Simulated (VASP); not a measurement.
# PbSe (Fm-3m) in VASP: a series of runs, part 2 of 2

VASP 6.6.1. The steps go on from the part before.

## 3. Relaxation of cell and atoms, r2SCAN

This run uses another cell than the first one, of 30.04 Å³/atom, 1.332 times its volume.

The input, POSCAR:

```
PbSe
1.0
    0.0000000000      3.1086758755      3.1086758755
    3.1086758755      0.0000000000      3.1086758755
    3.1086758755      3.1086758755      0.0000000000
Pb Se
1 1
Direct
    0.0000000000      0.0000000000      0.0000000000
    0.5000000000      0.5000000000      0.5000000000
```

The input, INCAR.step1:

```
SYSTEM = PbSe
PREC = Accurate
ENCUT = 600
ISMEAR = -1
SIGMA = 0.02
LREAL = .False.
LASPH = .True.
NELM = 60
GGA = PE
ALGO = Normal
EDIFF = 1E-4
LWAVE = .True.
LCHARG = .False.
```

The input, INCAR.step2:

```
SYSTEM = PbSe
PREC = Accurate
ENCUT = 600
EDIFF = 1E-6
ISMEAR = -1
SIGMA = 0.02
LREAL = .False.
LASPH = .True.
NELM = 60
ALGO = Normal
ISIF = 3
LWAVE = .False.
LCHARG = .False.
METAGGA = R2SCAN
LMIXTAU = .True.
IBRION = 2
NSW = 80
EDIFFG = -0.005
ISTART = 1
```

The input, KPOINTS:

```
Automatic mesh
0
Gamma
  6 6 6
  0 0 0
```

Potentials or basis: VASP PAW PBE potentials, release 64 (Pb_d, Se).

The run is started by

```
> cat potpaw_PBE.64/Pb_d/POTCAR potpaw_PBE.64/Se/POTCAR > POTCAR
> cp INCAR.step1 INCAR
> mpirun -np 1 vasp_std > vasp.out
> cp INCAR.step2 INCAR
> mpirun -np 1 vasp_std > vasp.out
```

OUTCAR:

```text
SYSTEM = PbSe
   PREC = Accurate
   ENCUT = 600
   EDIFF = 1E-6
   ISMEAR = -1
   LREAL = .False.
   LASPH = .True.
   NELM = 60
   ISIF = 3
   METAGGA = R2SCAN
   IBRION = 2
   NSW = 80
   EDIFFG = -0.005
   ISTART = 1

 ion  position               nearest neighbor table
   1  0.000  0.000  0.000-   2 3.11   2 3.11   2 3.11   2 3.11   2 3.11   2 3.11
   2  0.500  0.500  0.500-   1 3.11   1 3.11   1 3.11   1 3.11   1 3.11   1 3.11

  LATTYP: Found a face centered cubic cell.
 ALAT       =     6.2173517510

  Lattice vectors:

 A1 = (   0.0000000000,   3.1086758755,   3.1086758755)
 A2 = (   3.1086758755,   0.0000000000,   3.1086758755)
 A3 = (   3.1086758755,   3.1086758755,   0.0000000000)

Analysis of symmetry for initial positions (statically):
=====================================================================
 Subroutine PRICEL returns:
 Original cell was already a primitive cell.

 Routine SETGRP: Setting up the symmetry group for a
 face centered cubic supercell.

 Subroutine GETGRP returns: Found 48 space group operations
 (whereof 48 operations were pure point group operations)
 out of a pool of 48 trial point group operations.

The static configuration has the point symmetry O_h .

Analysis of symmetry for dynamics (positions and initial velocities):
=====================================================================
 Subroutine PRICEL returns:
 Original cell was already a primitive cell.

 Routine SETGRP: Setting up the symmetry group for a
 face centered cubic supercell.

 Subroutine GETGRP returns: Found 48 space group operations
 (whereof 48 operations were pure point group operations)
 out of a pool of 48 trial point group operations.

The dynamic configuration has the point symmetry O_h .

 Subroutine INISYM returns: Found 48 space group operations
 (whereof 48 operations are pure point group operations),
 and found     1 'primitive' translations

----------------------------------------------------------------------------------------

                                     Primitive cell

  volume of cell :      60.0837

[... 118 lines left out ...]

 number of electron      20.0000002 magnetization

 Free energy of the ion-electron system (eV)
  ---------------------------------------------------
  ext. energy  EPLUGINS =         0.00000000
  ---------------------------------------------------
  free energy    TOTEN  =       -71.93870075 eV

  energy without entropy =      -71.93870075  energy(sigma->0) =      -71.93870075

------------------------ aborting loop because EDIFF is reached ----------------------------------------

  FORCE on cell =-STRESS in cart. coord.  units (eV):
  Direction    XX          YY          ZZ          XY          YZ          ZX
  --------------------------------------------------------------------------------------
  -------------------------------------------------------------------------------------
  Total       -0.3528313     -0.3528313     -0.3528313      0.0000000     -0.0000000      0.0000000
  in kB       -9.4085223     -9.4085223     -9.4085223      0.0000000     -0.0000000      0.0000000
  external PRESSURE =      -9.4085223 kB  Pullay stress =       0.0000000 kB
[... 23 lines left out ...]
--------------------------------------- Ionic step        2  -------------------------------------------

 number of electron      20.0000002 magnetization

 E-fermi :   4.9632     XC(G=0):  -9.9644

 val. band max:        4.6376206585   @ k =   0.5000   0.0000   0.0000
 cond. band min:       5.2887040415   @ k =   0.5000   0.0000   0.0000
 fundamental gap:      0.6510833829
 Fermi energy:         4.9632215832

 k-point     1 :       0.0000    0.0000    0.0000
  band No.  band energies     occupation
      1     -12.7776      2.00000
      2     -12.7776      2.00000
      3     -12.7776      2.00000
      4     -12.7734      2.00000
      5     -12.7734      2.00000
      6      -9.3122      2.00000
      7      -1.7353      2.00000
      8       2.7257      2.00000
      9       2.7257      2.00000
     10       2.7257      2.00000
     11       9.6463      0.00000
     12       9.6463      0.00000
     13       9.6463      0.00000
     14      11.6588      0.00000
[... 288 lines left out ...]
--------------------------------------- Ionic step        3  -------------------------------------------

 number of electron      20.0000003 magnetization

 Free energy of the ion-electron system (eV)
  ---------------------------------------------------
  ext. energy  EPLUGINS =         0.00000000
  ---------------------------------------------------
  free energy    TOTEN  =       -71.94209383 eV

  energy without entropy =      -71.94209383  energy(sigma->0) =      -71.94209383

 E-fermi :   4.8872     XC(G=0):  -9.9319

 val. band max:        4.5509163716   @ k =   0.5000   0.0000   0.0000
 cond. band min:       5.2232914188   @ k =   0.5000   0.0000   0.0000
 fundamental gap:      0.6723750472
 Fermi energy:         4.8872109124

 k-point     1 :       0.0000    0.0000    0.0000
  band No.  band energies     occupation
      1     -12.8487      2.00000
      2     -12.8487      2.00000
      3     -12.8487      2.00000
      4     -12.8440      2.00000
      5     -12.8440      2.00000
      6      -9.3361      2.00000
      7      -1.8277      2.00000
      8       2.6764      2.00000
      9       2.6764      2.00000
     10       2.6764      2.00000
     11       9.5501      0.00000
     12       9.5501      0.00000
     13       9.5501      0.00000
     14      11.5923      0.00000
[... 282 lines left out ...]
  FREE ENERGIE OF THE ION-ELECTRON SYSTEM (eV)
  ---------------------------------------------------
  free  energy   TOTEN  =       -71.9420938335 eV

  energy  without entropy=      -71.9420938322  energy(sigma->0) =      -71.94209383

 reached required accuracy - stopping structural energy minimisation
```

OUTCAR.step1:

```text
SYSTEM = PbSe
   PREC = Accurate
   ENCUT = 600
   ISMEAR = -1
   LREAL = .False.
   LASPH = .True.
[... 481 lines left out ...]
      0.00000      0.00000      0.00000         0.000000      0.000000      0.000000
      3.10868      3.10868      3.10868        -0.000000     -0.000000     -0.000000
 -----------------------------------------------------------------------------------
    total drift:                               -0.000000      0.000000      0.000000

  FREE ENERGIE OF THE ION-ELECTRON SYSTEM (eV)
  ---------------------------------------------------
  free  energy   TOTEN  =        -8.2011070199 eV

  energy  without entropy=       -8.2011067149  energy(sigma->0) =       -8.20110687
```

OSZICAR.step1:

```text
N       E                     dE             d eps       ncg     rms          rms(c)
DAV:   1     0.168333961571E+03    0.16833E+03   -0.10343E+04   448   0.161E+03
DAV:   2     0.544190549626E+01   -0.16289E+03   -0.15956E+03   472   0.374E+02
DAV:   3    -0.818030810594E+01   -0.13622E+02   -0.13359E+02   600   0.109E+02
DAV:   4    -0.850997385677E+01   -0.32967E+00   -0.32945E+00   486   0.206E+01
DAV:   5    -0.852128179693E+01   -0.11308E-01   -0.11308E-01   640   0.380E+00    0.271E+00
DAV:   6    -0.820164503921E+01    0.31964E+00   -0.88153E-01   634   0.712E+00    0.147E+00
DAV:   7    -0.819785622275E+01    0.37888E-02   -0.13218E-01   500   0.200E+00    0.848E-01
DAV:   8    -0.820155838876E+01   -0.37022E-02   -0.15115E-02   496   0.158E+00    0.192E-01
DAV:   9    -0.820099649640E+01    0.56189E-03   -0.27458E-03   650   0.583E-01    0.670E-02
DAV:  10    -0.820110065693E+01   -0.10416E-03   -0.25952E-04   484   0.135E-01    0.206E-02
DAV:  11    -0.820110701992E+01   -0.63630E-05   -0.61409E-05   320   0.956E-02
   1 F= -.82011070E+01 E0= -.82011069E+01  d E =-.305007E-06
```

Run time: 3.4 min. Hardware: 1 thread of AMD EPYC 9R45 (Zen 5), shared host; peak memory 0.2 GiB.

Results:

```
Free energy                            : -71.9421 eV
Relaxed volume                         : 29.48 Å³/atom
Relaxed cell                           : a = 4.369 Å, b = 4.369 Å, c = 4.369 Å, α = 60.00°, β = 60.00°, γ = 60.00°
Space group after relaxing (to 0.05 Å) : Fm-3m (No. 225)
Energy gained by relaxing              : 1.7 meV/atom
Ionic steps                            : 3
Pressure after relaxing                : 0.0 GPa
Band gap on the k mesh                 : 0.67 eV, direct
```

Step by step:
| step | energy change (eV) | largest force (eV/Å) | pressure (GPa) | volume (Å³) |
| --- | --- | --- | --- | --- |
| 1 | 0.0000 | 0.0000 | -0.94 | 60.08 |
| 2 | -0.0030 | 0.0000 | 0.35 | 58.56 |
| 3 | -0.0034 | 0.0000 | 0.01 | 58.95 |

Final structure:
```yaml
crystal:
  lattice:
    - [0.00000, 3.08900, 3.08900]
    - [3.08900, 0.00000, 3.08900]
    - [3.08900, 3.08900, 0.00000]
  atoms:
    - { symbol: Pb, position: [0.00000, 0.00000, 0.00000] }
    - { symbol: Se, position: [0.50000, 0.50000, 0.50000] }
```

Levels at points of the mesh, in eV from the valence-band top:
| k point | band 7 | band 8 | band 9 | band 10 | band 11 | band 12 | band 13 | band 14 |
| --- | --- | --- | --- | --- | --- | --- | --- | --- |
| (0.00, 0.00, 0.00) | -6.38 | -1.87 | -1.87 | -1.87 | 5.00 | 5.00 | 5.00 | 7.04 |
| (0.50, 0.00, 0.00) | -8.88 | -1.48 | -1.48 | 0.00 | 0.67 | 2.00 | 2.00 | 9.07 |
| (0.50, 0.50, 0.00) | -7.48 | -4.89 | -3.19 | -3.19 | 4.16 | 5.91 | 5.91 | 6.37 |

Caveat: the PAW data sets were made with another functional, which shifts forces and pressure a little; spin-orbit coupling is left out, which moves the levels of the heavy elements.
